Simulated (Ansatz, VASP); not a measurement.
Two plane-wave programs on Cs

```
CELL_PARAMETERS angstrom
10.50000 0.00000 0.00000
0.00000 11.00000 0.00000
0.00000 0.00000 11.50000
ATOMIC_POSITIONS crystal
Cs 0.50000 0.50455 0.50000
```

Alike in both runs: task single point; functional PBEsol; k mesh 1 × 1 × 1; occupations gaussian, width 0.005 eV; collinear spin.

|  | VASP | Ansatz |
| --- | --- | --- |
| version | VASP 6.6.1 | Ansatz 0.2.0 |
| potentials or method | VASP PAW PBE potentials, release 64 (Cs_sv) | scalar-relativistic, plane waves, PAW |
| plane-wave cutoff (eV) | 400 | 420 |
| valence electrons in the cell | 9 | 9 |

VASP gave:

```
net moment per atom (μB)                                      : 1.00
size of the moment on the site where the two differ most (μB) : 0.02
```

Question: What did Ansatz give for the same quantities?

Answer: net moment per atom (μB): 1.00; size of the moment on the site where the two differ most (μB): 0.90.

VASP's potentials were made for PBE, not for PBEsol. Site moments also hang on the region over which each program counts them.

Spin-orbit coupling is off throughout.
